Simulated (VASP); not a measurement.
# Ge (Fd-3m) in VASP: settings compared, part 3 of 3

VASP 6.6.1.

## (6) Single point, r2SCAN

This run uses another cell than the first one, of 22.64 Å³/atom, 0.962 times its volume.

Input file POSCAR:

```
Ge
1.0
    0.0000000000      2.8289100000      2.8289100000
    2.8289100000      0.0000000000      2.8289100000
    2.8289100000      2.8289100000      0.0000000000
Ge
2
Direct
    0.7500000000      0.7500000000      0.7500000000
    0.5000000000      0.5000000000      0.5000000000
```

Input file INCAR.step1:

```
SYSTEM = Ge
ALGO     = Normal         ! electronic algorithm
EDIFF    = 1E-4           ! SCF threshold, eV
ENCUT    = 520            ! plane-wave cutoff, eV
GGA      = PE             ! functional
ISMEAR   = -1             ! smearing method
LASPH    = .True.         ! aspherical terms in the spheres
LCHARG   = .False.        ! write CHGCAR
LREAL    = .False.        ! projectors in reciprocal space
LWAVE    = .True.         ! write WAVECAR
NBANDS   = 21             ! bands
NELM     = 60             ! most SCF steps
PREC     = Accurate       ! precision mode
SIGMA    = 0.05           ! smearing width, eV
```

Input file INCAR.step2:

```
SYSTEM = Ge
ALGO     = Normal         ! electronic algorithm
EDIFF    = 1E-6           ! SCF threshold, eV
ENCUT    = 520            ! plane-wave cutoff, eV
ISIF     = 2              ! what is computed and relaxed
ISMEAR   = -1             ! smearing method
ISTART   = 1            
LASPH    = .True.         ! aspherical terms in the spheres
LCHARG   = .False.        ! write CHGCAR
LMIXTAU  = .True.       
LREAL    = .False.        ! projectors in reciprocal space
LWAVE    = .False.        ! write WAVECAR
METAGGA  = R2SCAN         ! meta-GGA
NBANDS   = 21             ! bands
NELM     = 60             ! most SCF steps
PREC     = Accurate       ! precision mode
SIGMA    = 0.05           ! smearing width, eV
```

Input file KPOINTS:

```
k-points
0
Gamma
  8 8 8
  0 0 0
```

Potentials or basis: VASP PAW PBE potentials, release 64 (Ge_d).

Command:

```console
$ cat potpaw_PBE.64/Ge_d/POTCAR > POTCAR
$ cp INCAR.step1 INCAR
$ mpirun -np 1 vasp_std > vasp.out
$ cp INCAR.step2 INCAR
$ mpirun -np 1 vasp_std > vasp.out
```

OUTCAR:

```text
SYSTEM = Ge
   EDIFF = 1E-6
   ENCUT = 520
   ISIF = 2
   ISMEAR = -1
   ISTART = 1
   LASPH = .True.
   LREAL = .False.
   METAGGA = R2SCAN
   NELM = 60
   PREC = Accurate

 ion  position               nearest neighbor table
   1  0.750  0.750  0.750-   2 2.45   2 2.45   2 2.45   2 2.45
   2  0.500  0.500  0.500-   1 2.45   1 2.45   1 2.45   1 2.45

  LATTYP: Found a face centered cubic cell.
 ALAT       =     5.6578200000

  Lattice vectors:

 A1 = (   0.0000000000,   2.8289100000,   2.8289100000)
 A2 = (   2.8289100000,   0.0000000000,   2.8289100000)
 A3 = (   2.8289100000,   2.8289100000,   0.0000000000)

Analysis of symmetry for initial positions (statically):
=====================================================================
 Subroutine PRICEL returns:
 Original cell was already a primitive cell.

 Routine SETGRP: Setting up the symmetry group for a
 face centered cubic supercell.

 Subroutine GETGRP returns: Found 48 space group operations
 (whereof 24 operations were pure point group operations)
 out of a pool of 48 trial point group operations.

The static configuration has the point symmetry T_d .
 The point group associated with its full space group is O_h .

Analysis of symmetry for dynamics (positions and initial velocities):
[... 159 lines left out ...]

 E-fermi :   5.0038     XC(G=0): -10.8183

 val. band max:        4.8027341318   @ k =   0.0000   0.0000   0.0000
 cond. band min:       5.2066257726   @ k =   0.0000   0.0000   0.0000
 fundamental gap:      0.4038916408
 Fermi energy:         5.0037559825

 k-point     1 :       0.0000    0.0000    0.0000
  band No.  band energies     occupation
      1     -20.6922      2.00000
      2     -20.6922      2.00000
      3     -20.6921      2.00000
      4     -20.6528      2.00000
      5     -20.6528      2.00000
      6     -20.4352      2.00000
[... 565 lines left out ...]
     20      16.4297      0.00000
     21      16.9476      0.00000

 [... further k-points ...]

------------------------ aborting loop because EDIFF is reached ----------------------------------------

  FORCE on cell =-STRESS in cart. coord.  units (eV):
  Direction    XX          YY          ZZ          XY          YZ          ZX
  --------------------------------------------------------------------------------------
  -------------------------------------------------------------------------------------
  Total        0.1866853      0.1866853      0.1866853     -0.0000000     -0.0000000      0.0000000
  in kB        6.6059209      6.6059209      6.6059209     -0.0000000     -0.0000000      0.0000000
  external PRESSURE =       6.6059209 kB  Pullay stress =       0.0000000 kB

 VOLUME and BASIS-vectors are now :
 -----------------------------------------------------------------------------
  energy-cutoff  :      520.00
  volume of cell :       45.28
      direct lattice vectors                 reciprocal lattice vectors
     0.000000000  2.828910000  2.828910000    -0.176746521  0.176746521  0.176746521
     2.828910000  0.000000000  2.828910000     0.176746521 -0.176746521  0.176746521
     2.828910000  2.828910000  0.000000000     0.176746521  0.176746521 -0.176746521

 POSITION                                       TOTAL-FORCE (eV/Angst)
 -----------------------------------------------------------------------------------
      4.24336      4.24336      4.24336        -0.000000     -0.000000     -0.000000
      2.82891      2.82891      2.82891         0.000000      0.000000      0.000000
 -----------------------------------------------------------------------------------
    total drift:                                0.000000     -0.000000     -0.000000

  FREE ENERGIE OF THE ION-ELECTRON SYSTEM (eV)
  ---------------------------------------------------
  free  energy   TOTEN  =       -27.7349918108 eV

  energy  without entropy=      -27.7348785965  energy(sigma->0) =      -27.73493520
```

Run time: 2.3 min. Hardware: 1 thread of Intel Xeon Platinum 8488C (Sapphire Rapids), shared host; peak memory 0.18 GiB.

What came out:

| Property | Result |
| --- | --- |
| Free energy | -27.7350 eV |
| Pressure | 0.7 GPa |
| Band gap on the k mesh | 0.40 eV, direct |

Levels at points of the mesh, in eV from the valence-band top:
| k point | band 10 | band 11 | band 12 | band 13 | band 14 | band 15 | band 16 | band 17 | band 18 | band 19 |
| --- | --- | --- | --- | --- | --- | --- | --- | --- | --- | --- |
| (0.00, 0.00, 0.00) | -25.22 | -13.30 | 0.00 | 0.00 | 0.00 | 0.40 | 2.71 | 2.71 | 2.71 | 7.06 |
| (0.50, 0.00, 0.00) | -25.19 | -11.11 | -7.87 | -1.48 | -1.48 | 0.44 | 4.00 | 4.00 | 7.65 | 11.21 |
| (0.50, 0.50, 0.00) | -25.18 | -9.22 | -9.22 | -3.23 | -3.23 | 0.97 | 0.97 | 10.11 | 10.11 | 12.35 |

Caveat: the PAW data sets were made with another functional, which shifts forces and pressure a little.

## (7) The runs side by side

```tsv
level	cell	gap on the mesh (eV)	pressure (GPa)
PBE	a = 4.053 Å, angles 60.0°, 2 atoms	none	0.8
r2SCAN	a = 3.919 Å, angles 60.0°, 2 atoms	0.66	6.1
r2SCAN	a = 3.947 Å, angles 60.0°, 2 atoms	0.58	4.0
r2SCAN	a = 3.974 Å, angles 60.0°, 2 atoms	0.51	2.3
r2SCAN	a = 4.001 Å, angles 60.0°, 2 atoms	0.40	0.7
```

Alike in all rows: task single point; potentials or basis VASP PAW PBE potentials, release 64 (Ge_d); no spin polarisation; k mesh 8 × 8 × 8; cutoff (eV) 520; smearing fermi-dirac 0.05 eV.

Caveats: the PAW data sets were made with another functional, which shifts forces and pressure a little (some runs).

Total energies depend on the potentials used, so only differences within one code and one set of settings carry meaning.

## (8) Against experiment

Step 2. Against the measured gap of Ge, 0.744 eV (indirect; 0 K; “Temperature-dependent photoluminescence in Ge: experiment and theory”, 2020, arxiv:2003.00143), the calculated 0.00 eV is off by -0.74 eV. 3 values of this kind are on record (0.666 to 0.807 eV); this one was drawn at random among those near their median. Spin-orbit coupling on Ge is left out. The value is that of PBE on a finite k mesh, which can miss the band edges, without temperature or zero-point motion. Semilocal functionals fall short of measured gaps as a rule.

Step 5. Measured gap of Ge: 0.744 eV (indirect; 0 K; “Temperature-dependent photoluminescence in Ge: experiment and theory”, 2020, arxiv:2003.00143). This calculation gives 0.51 eV (-0.23 eV). 2 values of this kind are on record (0.666 to 0.744 eV); this one was drawn at random. Spin-orbit coupling on Ge is left out. The value is that of r2SCAN on a finite k mesh, which can miss the band edges, without temperature or zero-point motion.

Step 6. Measured gap of Ge: 0.666 eV (indirect; 293 K; “Electronic and optical properties of SixGe1-x-ySny alloys lattice-matched to Ge”, 2021, arxiv:2109.02782). This calculation gives 0.40 eV (-0.26 eV). 3 values of this kind are on record (0.666 to 0.807 eV); this one was drawn at random among those near their median. Spin-orbit coupling on Ge is left out. The value is that of r2SCAN on a finite k mesh, which can miss the band edges, without temperature or zero-point motion.
